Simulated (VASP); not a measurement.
Runs of VASP 6.6.1 on Li2Se. The structure is that of space group Fm-3m (No. 225), or close to it. The cells are those of the table. 

```csv
cell,k mesh,smearing,gap on the mesh (eV),pressure (GPa)
"a = 4.027 Å, angles 60.0, 60.0, 90.0°, 3 atoms",8 × 8 × 8,gaussian 0.01 eV,3.31,(a)
"a = 3.884 Å, angles 60.0, 60.0, 90.0°, 3 atoms",8 × 8 × 8,gaussian 0.01 eV,3.16,14.9
"a = 4.233 Å, angles 60.0, 60.0, 90.0°, 3 atoms",12 × 12 × 12,fermi-dirac 0.1 eV,3.46,-0.2
"a = 4.233 Å, angles 60.0, 60.0, 90.0°, 3 atoms",8 × 8 × 8,gaussian 0.01 eV,3.46,-0.2
"a = 4.160 Å, angles 60.0, 60.0, 90.0°, 3 atoms",8 × 8 × 8,gaussian 0.01 eV,3.41,(b)
"a = 4.101 Å, angles 60.0, 60.0, 90.0°, 3 atoms",8 × 8 × 8,gaussian 0.01 eV,3.37,3.9
"a = 3.968 Å, angles 60.0, 60.0, 90.0°, 3 atoms",8 × 8 × 8,gaussian 0.01 eV,3.26,9.5
```

Alike in all rows: task single point; level r2SCAN; potentials or basis VASP PAW PBE potentials, release 64 (Li_sv, Se); no spin polarisation; cutoff (eV) 830.

Q: Estimate the missing entries.

A: (a) 6.8; (b) 1.9.

Caveats: the PAW data sets were made with another functional, which shifts forces and pressure a little; the cell stands under pressure (at least some runs).

A k mesh can miss the band edges, and the runs leave out spin-orbit coupling on Se.
